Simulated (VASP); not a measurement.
Wanted: the native input for a VASP 6.6.1 run.

```yaml
Task: single point
Functional: PBE
Potentials_or_basis: VASP PAW PBE potentials, release 64 (Mg, O)
Cutoff: 520 eV
k_mesh: 9 × 9 × 6
Occupations: gaussian, width 0.05 eV
Spin: no spin polarisation
Dipole_correction: no
Further_INCAR_settings: ALGO = Normal; EDIFF = 1e-06; NBANDS = 16
```

The structure of MgO lies in POSCAR:

```
MgO
1.0
    3.4861000000      0.0000000000      0.0000000000
   -1.7430500000      3.0190511601      0.0000000000
    0.0000000000      0.0000000000      4.4090000000
Mg O
2 2
Direct
    0.6666666667      0.3333333333      0.7500000000
    0.3333333333      0.6666666667      0.2500000000
    0.6666666667      0.3333333333      0.2500000000
    0.3333333333      0.6666666667      0.7500000000
```

These files were run (other wordings do the same):

INCAR

```
PREC = Accurate
ENCUT = 520
EDIFF = 1E-6
ISMEAR = 0
SIGMA = 0.05
LREAL = F
LASPH = T
NELM = 100
ALGO = Normal
ISIF = 2
LWAVE = F
LCHARG = F
GGA = PE
NBANDS = 16
```

KPOINTS

```
regular mesh
0
Gamma
  9 9 6
```

Potentials or basis: VASP PAW PBE potentials, release 64 (Mg, O).

Command:

```bash
$ cat potpaw_PBE.64/Mg/POTCAR potpaw_PBE.64/O/POTCAR > POTCAR
$ mpirun -np 1 vasp_std > vasp.out
```

Results of the run:

```json
{"Pressure": "-2.5 GPa", "Band gap on the k mesh": "3.09 eV, direct"}
```

Run time: 49 s on 1 thread of Intel Xeon 8259CL, with other jobs on the host, peak memory 0.19 GiB.
